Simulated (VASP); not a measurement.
A run of VASP 6.6.1:

INCAR

```
SYSTEM = As2Se
  ALGO = Normal
  EDIFF = 1E-6
  ENCUT = 520
  GGA = PS
  ISIF = 2
  ISMEAR = 0
  LASPH = .TRUE.
  LCHARG = .TRUE.
  LELF = .TRUE.
  LREAL = .FALSE.
  LVHAR = .TRUE.
  LWAVE = .FALSE.
  NBANDS = 25
  NELM = 60
  PREC = Accurate
  SIGMA = 0.1
```

The input KPOINTS:

```
k-points
0
G
  4 4 4
  0 0 0
```

Contents of POSCAR:

```
As2Se
1.0
   -3.5294180000      3.5294180000      2.6535710000
    3.5294180000     -3.5294180000      2.6535710000
    3.5294180000      3.5294180000     -2.6535710000
As Se
4 2
Direct
    0.8750000000      0.1250000000      0.7500000000
    0.3750000000      0.1250000000      0.2500000000
    0.8750000000      0.6250000000      0.7500000000
    0.8750000000      0.1250000000      0.2500000000
    0.5000000000      0.5000000000      0.0000000000
    0.2500000000      0.7500000000      0.5000000000
```

Potentials or basis: VASP PAW PBE potentials, release 64 (As, Se).

Command:

```console
$ cat potpaw_PBE.64/As/POTCAR potpaw_PBE.64/Se/POTCAR > POTCAR
$ mpirun -np 1 vasp_std > vasp.out
```

Hardware: 1 thread of Intel(R) Xeon(R) 6975P-C (Granite Rapids) (shared host).

Question: How long does it take, and how much memory?

Answer: It took 21 s on 1 thread of Intel(R) Xeon(R) 6975P-C (Granite Rapids) (shared host), peak memory 0.25 GiB. Counts: scf iterations 12, k points 13.
